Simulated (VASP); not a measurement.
# C (Fd-3m) in VASP: notebook, part 2 of 2

VASP 6.6.1.

**3. Single point, LDA**

This run uses another cell than the first one, of 5.56 Å³/atom, 0.980 times its volume.

INCAR

```
  ALGO = Normal
  EDIFF = 1E-6
  ENCUT = 910
  GGA = CA
  GGA_COMPAT = F
  ISIF = 2
  ISMEAR = -1
  LASPH = T
  LCHARG = F
  LREAL = F
  LWAVE = F
  NBANDS = 11
  NELM = 120
  PREC = Accurate
  SIGMA = 0.05
```

KPOINTS

```
k-points
0
Gamma
  13 13 13
```

POSCAR

```
C
1.0
    0.0000000000      1.7714007132      1.7714007132
    1.7714007132      0.0000000000      1.7714007132
    1.7714007132      1.7714007132      0.0000000000
C
2
Direct
    0.7500000000      0.7500000000      0.7500000000
    0.5000000000      0.5000000000      0.5000000000
```

Potentials or basis: VASP PAW LDA potentials, release 64 (C_h).

Run with:

```
$ cat potpaw_LDA.64/C_h/POTCAR > POTCAR
$ mpirun -np 1 vasp_std > vasp.out
```

OUTCAR:

```text
EDIFF = 1E-6
   ENCUT = 910
   GGA = CA
   ISIF = 2
   ISMEAR = -1
   LASPH = T
   LREAL = F
   NELM = 120
   PREC = Accurate

 ion  position               nearest neighbor table
   1  0.750  0.750  0.750-
   2  0.500  0.500  0.500-

  LATTYP: Found a face centered cubic cell.
 ALAT       =     3.5428014264

  Lattice vectors:

 A1 = (   0.0000000000,   1.7714007132,   1.7714007132)
 A2 = (   1.7714007132,   0.0000000000,   1.7714007132)
 A3 = (   1.7714007132,   1.7714007132,   0.0000000000)

Analysis of symmetry for initial positions (statically):
=====================================================================
 Subroutine PRICEL returns:
 Original cell was already a primitive cell.

 Routine SETGRP: Setting up the symmetry group for a
 face centered cubic supercell.

 Subroutine GETGRP returns: Found 48 space group operations
 (whereof 24 operations were pure point group operations)
 out of a pool of 48 trial point group operations.

The static configuration has the point symmetry T_d .
[... 162 lines left out ...]

 E-fermi :  12.2408     XC(G=0): -13.7504

 val. band max:       11.1877054965   @ k =   0.0000   0.0000   0.0000
 cond. band min:      15.3459687411   @ k =   0.3846   0.3846   0.0000
 fundamental gap:      4.1582632446
 Fermi energy:        12.2407567113

 k-point     1 :       0.0000    0.0000    0.0000
  band No.  band energies     occupation
      1     -10.4033      2.00000
      2      11.1877      2.00000
      3      11.1877      2.00000
      4      11.1877      2.00000
      5      16.7878      0.00000
      6      16.7878      0.00000
      7      16.7878      0.00000
      8      25.2020      0.00000
      9      30.4604      0.00000
     10      38.0341      0.00000
     11      38.0341      0.00000
[... 309 lines left out ...]
 k-point    24 :       0.4615    0.1538    0.0000
  band No.  band energies     occupation
      1      -5.3002      2.00000
      2      -0.1476      2.00000
      3       6.7334      2.00000
      4       7.2160      2.00000
      5      18.2927      0.00000
      6      21.8217      0.00000
      7      22.3833      0.00000
      8      25.1350      0.00000
      9      31.7112      0.00000
     10      34.6069      0.00000
     11      38.3762      0.00000

 [... further k-points ...]
[... 5 lines left out ...]
  --------------------------------------------------------------------------------------
  -------------------------------------------------------------------------------------
  Total       -0.2551781     -0.2551781     -0.2551781     -0.0000000      0.0000000     -0.0000000
  in kB      -36.7767731    -36.7767731    -36.7767731     -0.0000000      0.0000000     -0.0000000
  external PRESSURE =     -36.7767731 kB  Pullay stress =       0.0000000 kB

 VOLUME and BASIS-vectors are now :
 -----------------------------------------------------------------------------
  energy-cutoff  :      910.00
  volume of cell :       11.12
      direct lattice vectors                 reciprocal lattice vectors
     0.000000000  1.771400713  1.771400713    -0.282262503  0.282262503  0.282262503
     1.771400713  0.000000000  1.771400713     0.282262503 -0.282262503  0.282262503
     1.771400713  1.771400713  0.000000000     0.282262503  0.282262503 -0.282262503

 POSITION                                       TOTAL-FORCE (eV/Angst)
 -----------------------------------------------------------------------------------
      2.65710      2.65710      2.65710        -0.000000     -0.000000      0.000000
      1.77140      1.77140      1.77140         0.000000      0.000000     -0.000000
 -----------------------------------------------------------------------------------
    total drift:                                0.000000      0.000000     -0.000000

  FREE ENERGIE OF THE ION-ELECTRON SYSTEM (eV)
  ---------------------------------------------------
  free  energy   TOTEN  =       -20.2661448877 eV

  energy  without entropy=      -20.2661448877  energy(sigma->0) =      -20.26614489
```

It used 29 s of CPU time on 1 thread of AMD EPYC 7R13 Processor (Zen 3), with other jobs on the host.

Results:

```yaml
Free_energy: -20.2661 eV
Pressure: -3.7 GPa
Band_gap_on_the_k_mesh: 4.16 eV, indirect (least direct gap 5.60 eV)
```

Levels at points of the mesh, in eV from the valence-band top:
```
           k point  band 2  band 3  band 4  band 5  band 6  band 7
(0.00, 0.00, 0.00)    0.00    0.00    0.00    5.60    5.60    5.60
```

Caveat: the cutoff is under 1.25 times the usual one of these potentials, so pressure, stress and relaxed cells hold a basis-set (Pulay) error. A k mesh can miss the band edges.

**4. Single point, r2SCAN**

POSCAR

```
C
1.0
    0.0000000000      1.7833700000      1.7833700000
    1.7833700000      0.0000000000      1.7833700000
    1.7833700000      1.7833700000      0.0000000000
C
2
Direct
    0.7500000000      0.7500000000      0.7500000000
    0.5000000000      0.5000000000      0.5000000000
```

INCAR.step1

```
PREC = Accurate ; ENCUT = 910
ISMEAR = -1 ; SIGMA = 0.05
LREAL = False ; LASPH = True
NELM = 120 ; NBANDS = 11
GGA = PE ; ALGO = Normal
EDIFF = 1E-5 ; LWAVE = True
LCHARG = False ; GGA_COMPAT = False
```

INCAR.step2

```
PREC = Accurate ; ENCUT = 910
EDIFF = 1E-6 ; ISMEAR = -1
SIGMA = 0.05 ; LREAL = False
LASPH = True ; NELM = 120
ALGO = Normal ; ISIF = 2
LWAVE = False ; LCHARG = False
METAGGA = R2SCAN ; LMIXTAU = True
NBANDS = 11 ; ISTART = 1
GGA_COMPAT = False
```

KPOINTS

```
regular mesh
0
Gamma
  13 13 13
```

Potentials or basis: VASP PAW PBE potentials, release 64 (C_h).

Run with:

```
$ cat potpaw_PBE.64/C_h/POTCAR > POTCAR
$ cp INCAR.step1 INCAR
$ mpirun -np 1 vasp_std > vasp.out
$ cp INCAR.step2 INCAR
$ mpirun -np 1 vasp_std > vasp.out
```

Wall time 98 s (1 thread of AMD EPYC 7R43 (Zen 3), shared host); peak memory 0.13 GiB.

It converged, with:

```
Free energy            : -19.7189 eV
Pressure               : -3.3 GPa
Band gap on the k mesh : 4.37 eV, indirect (least direct gap 5.88 eV)
```

Levels at points of the mesh, in eV from the valence-band top:
```csv
k point,band 1,band 2,band 3,band 4,band 5,band 6,band 7,band 8,band 9
"(0.00, 0.00, 0.00)",-22.67,0.00,0.00,0.00,5.88,5.88,5.88,13.85,20.40
```

Caveat: the cutoff is under 1.25 times the usual one of these potentials, so pressure, stress and relaxed cells hold a basis-set (Pulay) error; the PAW data sets were made with another functional, which shifts forces and pressure a little.

**5. Single point, r2SCAN**

POSCAR is that of step 4.

INCAR.step1

```
SYSTEM = C
PREC     = Accurate       ! precision mode
ENCUT    = 910            ! plane-wave cutoff, eV
ISMEAR   = -1             ! smearing method
SIGMA    = 0.05           ! smearing width, eV
LREAL    = .False.        ! projectors in reciprocal space
LASPH    = .True.         ! aspherical terms in the spheres
NELM     = 120            ! most SCF steps
NBANDS   = 11             ! bands
GGA      = PE             ! functional
ALGO     = Normal         ! electronic algorithm
EDIFF    = 1E-5           ! SCF threshold, eV
LWAVE    = .True.         ! write WAVECAR
LCHARG   = .False.        ! write CHGCAR
GGA_COMPAT= .False.
```

INCAR.step2

```
SYSTEM = C
PREC     = Accurate       ! precision mode
ENCUT    = 910            ! plane-wave cutoff, eV
EDIFF    = 1E-6           ! SCF threshold, eV
ISMEAR   = -1             ! smearing method
SIGMA    = 0.05           ! smearing width, eV
LREAL    = .False.        ! projectors in reciprocal space
LASPH    = .True.         ! aspherical terms in the spheres
NELM     = 120            ! most SCF steps
ALGO     = Normal         ! electronic algorithm
ISIF     = 2              ! what is computed and relaxed
LWAVE    = .False.        ! write WAVECAR
LCHARG   = .False.        ! write CHGCAR
METAGGA  = R2SCAN         ! meta-GGA
LMIXTAU  = .True.       
NBANDS   = 11             ! bands
ISTART   = 1            
GGA_COMPAT= .False.
```

KPOINTS

```
Automatic mesh
0
Gamma
  13 13 13
  0 0 0
```

Run with:

```
$ cat potpaw_PBE.64/C_h/POTCAR > POTCAR
$ cp INCAR.step1 INCAR
$ mpirun -np 1 vasp_std > vasp.out
$ cp INCAR.step2 INCAR
$ mpirun -np 1 vasp_std > vasp.out
```

Run time: 1.7 min. Hardware: 1 thread of AMD EPYC 9R45 (Zen 5), shared host; peak memory 0.13 GiB.

It converged, with:

```
Free energy            : -19.7189 eV
Pressure               : -3.3 GPa
Band gap on the k mesh : 4.37 eV, indirect (least direct gap 5.88 eV)
```

Levels at points of the mesh, in eV from the valence-band top:
```tsv
k point	band 2	band 3	band 4	band 5	band 6	band 7
(0.00, 0.00, 0.00)	0.00	0.00	0.00	5.88	5.88	5.88
```

Caveat: the cutoff is under 1.25 times the usual one of these potentials, so pressure, stress and relaxed cells hold a basis-set (Pulay) error; the PAW data sets were made with another functional, which shifts forces and pressure a little.

**6. Single point, PBE0**

This run uses another cell than the first one, of 5.79 Å³/atom, 1.020 times its volume.

POSCAR

```
C
1.0
    0.0000000000      1.7951807415      1.7951807415
    1.7951807415      0.0000000000      1.7951807415
    1.7951807415      1.7951807415      0.0000000000
C
2
Direct
    0.7500000000      0.7500000000      0.7500000000
    0.5000000000      0.5000000000      0.5000000000
```

INCAR.step1

```
SYSTEM = C
PREC = Accurate ; ENCUT = 520
EDIFF = 1E-5 ; ISMEAR = -1
SIGMA = 0.05 ; LREAL = .FALSE.
LASPH = .TRUE. ; NELM = 80
ALGO = Normal ; ISIF = 2
LWAVE = .TRUE. ; GGA = PE
NBANDS = 11
```

INCAR.step2

```
SYSTEM = C
PREC = Accurate ; ENCUT = 520
EDIFF = 1E-7 ; ISMEAR = -1
SIGMA = 0.05 ; LREAL = .FALSE.
LASPH = .TRUE. ; NELM = 80
ALGO = Normal ; ISIF = 2
LWAVE = .FALSE. ; LCHARG = .TRUE.
GGA = PE ; LHFCALC = .TRUE.
AEXX = 0.25 ; PRECFOCK = Normal
LELF = .TRUE. ; LVHAR = .TRUE.
ISTART = 1 ; NBANDS = 11
```

KPOINTS

```
regular mesh
0
G
  7 7 7
  0 0 0
```

Potentials or basis: VASP PAW PBE potentials, release 64 (C).

Run with:

```
$ cat potpaw_PBE.64/C/POTCAR > POTCAR
$ cp INCAR.step1 INCAR
$ mpirun -np 1 vasp_std > vasp.out
$ cp INCAR.step2 INCAR
$ mpirun -np 1 vasp_std > vasp.out
```

It took 3.2 min on 1 thread of Intel Xeon Platinum 8488C (Sapphire Rapids), shared host; peak memory 0.12 GiB.

The run converged. Its results:

```
Free energy            : -22.1145 eV
Pressure               : -16.0 GPa
Band gap on the k mesh : 6.13 eV, indirect (least direct gap 7.67 eV)
```

Levels at points of the mesh, in eV from the valence-band top:
```tsv
k point	band 2	band 3	band 4	band 5	band 6	band 7
(0.00, 0.00, 0.00)	0.00	0.00	0.00	7.67	7.67	7.67
```

Caveat: the k points lie up to 0.43 Å⁻¹ apart; the PAW data sets were made with another functional, which shifts forces and pressure a little. A k mesh can miss the band edges.

**7. The runs side by side**

| level | potentials or basis | cell | k mesh | cutoff (eV) | smearing | second run | grid for exact exchange (PRECFOCK) | gap on the mesh (eV) | pressure (GPa) |
| --- | --- | --- | --- | --- | --- | --- | --- | --- | --- |
| LDA | VASP PAW LDA potentials, release 64 (C_h) | a = 2.522 Å, angles 60.0°, 2 atoms | 13 × 13 × 13 | 910 | gaussian 0.1 eV | hard_potentials | - | 4.11 | -12.5 |
| LDA | VASP PAW LDA potentials, release 64 (C_h) | a = 2.505 Å, angles 60.0°, 2 atoms | 13 × 13 × 13 | 910 | fermi-dirac 0.05 eV | hard_potentials | - | 4.16 | -3.7 |
| r2SCAN | VASP PAW PBE potentials, release 64 (C_h) | a = 2.522 Å, angles 60.0°, 2 atoms | 13 × 13 × 13 | 910 | fermi-dirac 0.05 eV | hard_potentials | - | 4.37 | -3.3 |
| PBE0 | VASP PAW PBE potentials, release 64 (C) | a = 2.539 Å, angles 60.0°, 2 atoms | 7 × 7 × 7 | 520 | fermi-dirac 0.05 eV | - | Normal | 6.13 | -16.0 |

Alike in all rows: task single point; no spin polarisation.

Caveats: some runs use coarse meshes; the cutoff is under 1.25 times the usual one of these potentials, so pressure, stress and relaxed cells hold a basis-set (Pulay) error (some runs); the PAW data sets were made with another functional, which shifts forces and pressure a little (some runs).

Absolute energies hang on the potentials; compare differences alone.
